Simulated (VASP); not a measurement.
Set up this calculation in VASP 6.6.1, as the native input.

```yaml
Task: relaxation of the atoms
Functional: PBEsol
Potentials_or_basis: VASP PAW PBE potentials, release 64 (Cs_sv, I)
Cutoff: 450 eV
k_mesh: 6 × 6 × 6
Occupations: gaussian, width 0.01 eV
Spin: no spin polarisation
Dipole_correction: no
Further_INCAR_settings: ALGO = Normal; EDIFF = 1e-07; IBRION = 2; EDIFFG = -0.002; NSW = 50
```

The structure of CsI lies in POSCAR:

```
CsI
1.0
    4.5031916819     -0.0112579792     -0.0112579792
   -0.0112579792      4.5031916819     -0.0112579792
   -0.0112579792     -0.0112579792      4.5031916819
Cs I
1 1
Direct
    0.0000000000      0.0000000000      0.0000000000
    0.5000000000      0.5000000000      0.5000000000
```

This cell differs from its parent crystal: equal xy, yz and zx engineering shears of -0.5 %.

These files were run (other wordings do the same):

INCAR

```
ALGO = Normal ; EDIFF = 1E-7
EDIFFG = -0.002 ; ENCUT = 450
GGA = PS ; GGA_COMPAT = False
IBRION = 2 ; ISIF = 2
ISMEAR = 0 ; LASPH = True
LCHARG = False ; LREAL = False
LWAVE = False ; NELM = 120
NELMIN = 4 ; NSW = 50
PREC = Accurate ; SIGMA = 0.01
```

KPOINTS

```
k-points
0
Gamma
  6 6 6
```

Potentials or basis: VASP PAW PBE potentials, release 64 (Cs_sv, I).

Launch:

```console
$ cat potpaw_PBE.64/Cs_sv/POTCAR potpaw_PBE.64/I/POTCAR > POTCAR
$ mpirun -np 1 vasp_std > vasp.out
```

Results of the run:

| Quantity | Value |
| --- | --- |
| Pressure after relaxing | 0.1 GPa |
| Band gap on the k mesh | 3.84 eV (least direct gap 3.92 eV) |

Caveat: the cell differs from its parent crystal (equal xy, yz and zx engineering shears of -0.5 %); the relaxation stopped at its first step, so nothing moved; the PAW data sets were made with another functional, which shifts forces and pressure a little; spin-orbit coupling is left out, which moves the levels of the heavy elements.

Wall time 20 s on 1 thread of Intel(R) Xeon(R) Platinum 8259CL CPU @ 2.50GHz (Skylake/Cascade Lake), with other jobs on the host, peak memory 0.18 GiB.
